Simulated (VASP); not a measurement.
# InSb (zincblende type) (F-43m) in VASP: further runs

Runs on InSb (zincblende type). Level: LDA. Tasks: single point.

Program: VASP 6.6.1. These are calculated values, not measurements. Logs are shortened: lines on timing, memory, paths and dates and some standing lists are left out, and cuts for length are marked.

## Step 1: The cell of the first run

Symmetry: F-43m, No. 216, cubic system. The conventional cell has a = 6.318 Å, b = 6.318 Å, c = 6.318 Å, α = 90.00°, β = 90.00°, γ = 90.00°. In (site symmetry -43m) has 4 Sb at 2.74 Å within 3.6 Å. Within 3.6 Å of Sb (site symmetry -43m) lie 4 In at 2.74 Å.

## Step 2: Single point, LDA (volume scaled by 0.94)

INCAR reads:

```
PREC     = Accurate       # precision mode
ENCUT    = 520            # plane-wave cutoff, eV
EDIFF    = 1E-7           # SCF threshold, eV
ISMEAR   = -1             # smearing method
SIGMA    = 0.1            # smearing width, eV
LREAL    = False          # projectors in reciprocal space
LASPH    = True           # aspherical terms in the spheres
NELM     = 80             # most SCF steps
ALGO     = Normal         # electronic algorithm
ISIF     = 2              # what is computed and relaxed
LWAVE    = False          # write WAVECAR
LCHARG   = False          # write CHGCAR
GGA      = CA             # functional
NBANDS   = 16             # bands
```

KPOINTS reads:

```
Automatic mesh
0
Gamma
  11 11 11
```

POSCAR reads:

```
InSb
1.0
    0.0000000000      3.1591099571      3.1591099571
    3.1591099571      0.0000000000      3.1591099571
    3.1591099571      3.1591099571      0.0000000000
In Sb
1 1
Direct
    0.0000000000      0.0000000000      0.0000000000
    0.2500000000      0.2500000000      0.2500000000
```

Potentials or basis: VASP PAW LDA potentials, release 64 (In_d, Sb).

The run is started by

```console
cat potpaw_LDA.64/In_d/POTCAR potpaw_LDA.64/Sb/POTCAR > POTCAR
mpirun -np 1 vasp_std > vasp.out
```

OUTCAR:

```text
PREC = Accurate
   ENCUT = 520
   EDIFF = 1E-7
   ISMEAR = -1
   LREAL = False
   LASPH = True
   NELM = 80
   ISIF = 2
   GGA = CA

 ion  position               nearest neighbor table
   1  0.000  0.000  0.000-   2 2.74   2 2.74   2 2.74   2 2.74
   2  0.250  0.250  0.250-   1 2.74   1 2.74   1 2.74   1 2.74

  LATTYP: Found a face centered cubic cell.
 ALAT       =     6.3182199142

  Lattice vectors:

 A1 = (   0.0000000000,   3.1591099571,   3.1591099571)
 A2 = (   3.1591099571,   0.0000000000,   3.1591099571)
 A3 = (   3.1591099571,   3.1591099571,   0.0000000000)

Analysis of symmetry for initial positions (statically):
=====================================================================
 Subroutine PRICEL returns:
 Original cell was already a primitive cell.

 Routine SETGRP: Setting up the symmetry group for a
 face centered cubic supercell.

 Subroutine GETGRP returns: Found 24 space group operations
 (whereof 24 operations were pure point group operations)
 out of a pool of 48 trial point group operations.

The static configuration has the point symmetry T_d .

Analysis of symmetry for dynamics (positions and initial velocities):
=====================================================================
 Subroutine PRICEL returns:
 Original cell was already a primitive cell.

 Routine SETGRP: Setting up the symmetry group for a
 face centered cubic supercell.

 Subroutine GETGRP returns: Found 24 space group operations
 (whereof 24 operations were pure point group operations)
 out of a pool of 48 trial point group operations.

The dynamic configuration has the point symmetry T_d .

 Subroutine INISYM returns: Found 24 space group operations
 (whereof 24 operations are pure point group operations),
 and found     1 'primitive' translations

----------------------------------------------------------------------------------------

                                     Primitive cell

  volume of cell :      63.0557

  direct lattice vectors                    reciprocal lattice vectors
     0.000000000  3.159109957  3.159109957    -0.158272427  0.158272427  0.158272427
     3.159109957  0.000000000  3.159109957     0.158272427 -0.158272427  0.158272427
     3.159109957  3.159109957  0.000000000     0.158272427  0.158272427 -0.158272427

  length of vectors
     4.467656146  4.467656146  4.467656146     0.274135885  0.274135885  0.274135885

  position of ions in fractional coordinates (direct lattice)
     0.000000000  0.000000000  0.000000000
     0.250000000  0.250000000  0.250000000

  ion indices of the primitive-cell ions
   primitive index   ion index
                 1           1
                 2           2

----------------------------------------------------------------------------------------

 KPOINTS: Automatic mesh

Automatic generation of k-mesh.
 Grid dimensions read from file:
 generate k-points for:   11   11   11

 Generating k-lattice:

  Cartesian coordinates                     Fractional coordinates (reciprocal lattice)
    -0.014388402  0.014388402  0.014388402     0.090909091  0.000000000  0.000000000
     0.014388402 -0.014388402  0.014388402     0.000000000  0.090909091  0.000000000
     0.014388402  0.014388402 -0.014388402     0.000000000  0.000000000  0.090909091

  Length of vectors
     0.024921444  0.024921444  0.024921444

  Shift w.r.t. Gamma in fractional coordinates (k-lattice)
     0.000000000  0.000000000  0.000000000

 Subroutine IBZKPT returns following result:
 ===========================================

 Found     56 irreducible k-points:

 Following reciprocal coordinates:
            Coordinates               Weight
  0.000000  0.000000  0.000000      1.000000
  0.090909  0.000000  0.000000      8.000000
  0.181818  0.000000  0.000000      8.000000
  0.272727  0.000000  0.000000      8.000000
  0.363636  0.000000  0.000000      8.000000
  0.454545  0.000000  0.000000      8.000000
[... 16 lines left out ...]
 -0.272727  0.181818  0.000000     24.000000
 -0.181818  0.181818  0.000000     12.000000
 [... further k-points ...]
   k-points           NKPTS =     56   k-points in BZ     NKDIM =     56   number of bands    NBANDS=     16
   number of dos      NEDOS =    301   number of ions     NIONS =      2
   total plane-waves  NPLWV =  46656
   dimension x,y,z NGX =    36 NGY =   36 NGZ =   36
   dimension x,y,z NGXF=    72 NGYF=   72 NGZF=   72
   ions per type =               1   1
   NGX,Y,Z   is equivalent  to a cutoff of  13.40, 13.40, 13.40 a.u.
   NGXF,Y,Z  is equivalent  to a cutoff of  26.79, 26.79, 26.79 a.u.
 SYSTEM =  unknown system
   PREC   = accura    normal or accurate (medium, high low for compatibility)
   ISTART =      0    job   : 0-new  1-cont  2-samecut
   ICHARG =      2    charge: 1-file 2-atom 10-const
   ISPIN  =      1    spin polarized calculation?
   LNONCOLLINEAR =      F non collinear calculations
   LSORBIT =      F    spin-orbit coupling
   LASPH  =      T    aspherical Exc in radial PAW
   ENCUT  =  520.0 eV  38.22 Ry    6.18 a.u.   8.31  8.31  8.31*2*pi/ulx,y,z
   NELM   =     80;   NELMIN=  2; NELMDL= -5     # of ELM steps
   EDIFF  = 0.1E-06   stopping-criterion for ELM
   LREAL  =      F    real-space projection
   EDIFFG = 0.1E-05   stopping-criterion for IOM
   NSW    =      0    number of steps for IOM
   IBRION =     -1    ionic relax: 0-MD 1-quasi-New 2-CG
   NFREE  =      0    steps in history (QN), initial steepest desc. (CG)
   ISIF   =      2    stress and relaxation
   ISYM   =      2    0-nonsym 1-usesym 2-fastsym
   POTIM  = 0.5000    time-step for ionic-motion
   TEBEG  =    0.0;   TEEND  =   0.0 temperature during run
   PSTRESS=    0.0 pullay stress
   NELECT =      18.0000    total number of electrons
   NUPDOWN=      -1.0000    fix difference up-down
   EMIN   =  10.00;   EMAX   =-10.00  energy-range for DOS
   EFERMI =   0.00;   METHOD = LEGACY
   ISMEAR =    -1;   SIGMA  =   0.10  broadening in eV -4-tet -1-fermi 0-gaus
   EFERMI_NEDOS =   21; number of points for ismear=-14 and -15
   IALGO  =     38    algorithm
   IMIX   =      4    mixing-type and parameters
     AMIX     =   0.40;   BMIX     =  1.00
     AMIX_MAG =   1.60;   BMIX_MAG =  1.00
  volume/ion in A,a.u.               =      31.53       212.76
  Fermi-wavevector in a.u.,A,eV,Ry     =   1.077931  2.036994 15.809086  1.161935
  Thomas-Fermi vector in A             =   2.213856
   LORBIT       =      0    0 simple, 1 ext, 2 COOP (PROOUT), +10 PAW based schemes
   GGA     = CA    functional components
   LHFCALC =     F    Hartree Fock is set to
   AEXX    =    0.0000 exact exchange contribution
   IVDW    =     0    specifies the selected vdW correction
   LEPSILON=     F    determine dielectric tensor
   LRPA    =     F    only Hartree local field effects (RPA)
 non-spin polarized calculation
  energy-cutoff  :      520.00
  volume of cell :       63.06
 maximum number of plane-waves:      1719
 NGX is ok and might be reduce to    36
   NGX = 17   NGY = 17   NGZ = 17

 number of electron      18.0000003 magnetization

 Free energy of the ion-electron system (eV)
  ---------------------------------------------------
  ext. energy  EPLUGINS =         0.00000000
  ---------------------------------------------------
  free energy    TOTEN  =        -8.17376251 eV

  energy without entropy =       -8.17263894  energy(sigma->0) =       -8.17320072

 E-fermi :   5.9508     XC(G=0):  -9.3110

 val. band max:        5.8071603531   @ k =   0.0000   0.0000   0.0000
 cond. band min:       6.3032179974   @ k =   0.4545   0.0000   0.0000
 fundamental gap:      0.4960576443
 Fermi energy:         5.9508499646

 k-point     1 :       0.0000    0.0000    0.0000
  band No.  band energies     occupation
      1      -9.0150      2.00000
      2      -9.0150      2.00000
      3      -9.0150      2.00000
      4      -8.9040      2.00000
      5      -8.9040      2.00000
      6      -5.5485      2.00000
[... 8 lines left out ...]
     15      14.1387      0.00000
     16      14.1387      0.00000

 k-point     2 :       0.0909    0.0000    0.0000
  band No.  band energies     occupation
      1      -9.0206      2.00000
      2      -9.0126      2.00000
      3      -9.0126      2.00000
      4      -8.9043      2.00000
      5      -8.9043      2.00000
      6      -5.4640      2.00000
[... 8 lines left out ...]
     15      13.4538      0.00000
     16      13.4538      0.00000

 k-point     3 :       0.1818    0.0000    0.0000
  band No.  band energies     occupation
      1      -9.0355      2.00000
      2      -9.0065      2.00000
      3      -9.0065      2.00000
      4      -8.9047      2.00000
      5      -8.9047      2.00000
      6      -5.2177      2.00000
[... 8 lines left out ...]
     15      13.0098      0.00000
     16      13.0098      0.00000

 k-point     4 :       0.2727    0.0000    0.0000
  band No.  band energies     occupation
      1      -9.0546      2.00000
      2      -8.9992      2.00000
      3      -8.9992      2.00000
      4      -8.9044      2.00000
      5      -8.9044      2.00000
      6      -4.8358      2.00000
[... 8 lines left out ...]
     15      13.1163      0.00000
     16      13.1163      0.00000

 k-point     5 :       0.3636    0.0000    0.0000
  band No.  band energies     occupation
      1      -9.0717      2.00000
      2      -8.9933      2.00000
      3      -8.9933      2.00000
      4      -8.9034      2.00000
      5      -8.9034      2.00000
      6      -4.3852      2.00000
[... 8 lines left out ...]
     15      13.7943      0.00000
     16      13.7943      0.00000

 k-point     6 :       0.4545    0.0000    0.0000
  band No.  band energies     occupation
      1      -9.0817      2.00000
      2      -8.9902      2.00000
      3      -8.9902      2.00000
      4      -8.9023      2.00000
      5      -8.9023      2.00000
      6      -4.0311      2.00000
[... 8 lines left out ...]
     15      14.7650      0.00000
     16      14.7650      0.00000

 k-point     7 :       0.0909    0.0909    0.0000
  band No.  band energies     occupation
      1      -9.0251      2.00000
      2      -9.0104      2.00000
      3      -9.0104      2.00000
      4      -8.9057      2.00000
      5      -8.9032      2.00000
      6      -5.4358      2.00000
[... 8 lines left out ...]
     15      12.7301      0.00000
     16      14.2201      0.00000

 k-point     8 :       0.1818    0.0909    0.0000
  band No.  band energies     occupation
      1      -9.0377      2.00000
      2      -9.0054      2.00000
      3      -9.0043      2.00000
      4      -8.9074      2.00000
      5      -8.9025      2.00000
      6      -5.2430      2.00000
[... 8 lines left out ...]
     15      12.8462      0.00000
     16      13.8006      0.00000

 k-point     9 :       0.2727    0.0909    0.0000
  band No.  band energies     occupation
      1      -9.0545      2.00000
      2      -8.9993      2.00000
      3      -8.9968      2.00000
      4      -8.9084      2.00000
      5      -8.9019      2.00000
      6      -4.9042      2.00000
[... 8 lines left out ...]
     15      13.2302      0.00000
     16      13.7248      0.00000
[... 172 lines left out ...]
 k-point    19 :       0.3636    0.1818    0.0000
  band No.  band energies     occupation
      1      -9.0800      2.00000
      2      -8.9863      2.00000
      3      -8.9833      2.00000
      4      -8.9145      2.00000
      5      -8.8989      2.00000
      6      -4.4168      2.00000
[... 8 lines left out ...]
     15      14.2882      0.00000
     16      14.7733      0.00000

 k-point    20 :       0.4545    0.1818    0.0000
  band No.  band energies     occupation
      1      -9.0895      2.00000
      2      -8.9838      2.00000
      3      -8.9796      2.00000
      4      -8.9126      2.00000
      5      -8.8995      2.00000
      6      -3.9924      2.00000
[... 8 lines left out ...]
     15      15.0209      0.00000
     16      15.3772      0.00000

 k-point    21 :      -0.4545    0.1818    0.0000
  band No.  band energies     occupation
      1      -9.0924      2.00000
      2      -8.9833      2.00000
      3      -8.9793      2.00000
      4      -8.9092      2.00000
      5      -8.9017      2.00000
      6      -3.7488      2.00000
[... 8 lines left out ...]
     15      14.5786      0.00000
     16      14.5962      0.00000

 k-point    22 :      -0.3636    0.1818    0.0000
  band No.  band energies     occupation
      1      -9.0879      2.00000
      2      -8.9845      2.00000
      3      -8.9826      2.00000
      4      -8.9059      2.00000
      5      -8.9050      2.00000
      6      -3.8879      2.00000
[... 8 lines left out ...]
     15      13.4317      0.00000
     16      14.6447      0.00000

 k-point    23 :      -0.2727    0.1818    0.0000
  band No.  band energies     occupation
      1      -9.0769      2.00000
      2      -8.9890      2.00000
      3      -8.9873      2.00000
      4      -8.9076      2.00000
      5      -8.9038      2.00000
      6      -4.2841      2.00000
[... 8 lines left out ...]
     15      13.9642      0.00000
     16      15.4966      0.00000

 k-point    24 :      -0.1818    0.1818    0.0000
  band No.  band energies     occupation
      1      -9.0620      2.00000
      2      -8.9969      2.00000
      3      -8.9923      2.00000
      4      -8.9081      2.00000
      5      -8.9029      2.00000
      6      -4.7051      2.00000
[... 8 lines left out ...]
     15      13.8777      0.00000
     16      14.3501      0.00000

 [... further k-points ...]
[... 5 lines left out ...]
  --------------------------------------------------------------------------------------
  -------------------------------------------------------------------------------------
  Total        1.3645111      1.3645111      1.3645111      0.0000000      0.0000000      0.0000000
  in kB       34.6707650     34.6707650     34.6707650      0.0000000      0.0000000      0.0000000
  external PRESSURE =      34.6707650 kB  Pullay stress =       0.0000000 kB

 VOLUME and BASIS-vectors are now :
 -----------------------------------------------------------------------------
  energy-cutoff  :      520.00
  volume of cell :       63.06
      direct lattice vectors                 reciprocal lattice vectors
     0.000000000  3.159109957  3.159109957    -0.158272427  0.158272427  0.158272427
     3.159109957  0.000000000  3.159109957     0.158272427 -0.158272427  0.158272427
     3.159109957  3.159109957  0.000000000     0.158272427  0.158272427 -0.158272427

 POSITION                                       TOTAL-FORCE (eV/Angst)
 -----------------------------------------------------------------------------------
      0.00000      0.00000      0.00000         0.000000      0.000000      0.000000
      1.57955      1.57955      1.57955        -0.000000      0.000000     -0.000000
 -----------------------------------------------------------------------------------
    total drift:                                0.000000      0.000000      0.000000

  FREE ENERGIE OF THE ION-ELECTRON SYSTEM (eV)
  ---------------------------------------------------
  free  energy   TOTEN  =        -8.1737625110 eV

  energy  without entropy=       -8.1726389369  energy(sigma->0) =       -8.17320072
```

Run time: 46 s. Hardware: 1 thread of Intel Xeon 6975P-C (Granite Rapids), shared host; peak memory 0.2 GiB.

What came out:

```yaml
Free_energy: -8.1738 eV
Pressure: 3.5 GPa
```

Levels at points of the mesh, in eV from the Fermi level:
```tsv
k point	band 5	band 6	band 7	band 8	band 9	band 10	band 11	band 12	band 13	band 14
(0.00, 0.00, 0.00)	-14.85	-11.50	-0.22	-0.22	-0.22	-0.14	2.67	2.67	2.67	5.39
```

Caveat: spin-orbit coupling is left out, which moves the levels of the heavy elements.

[end of part 1 of 2]
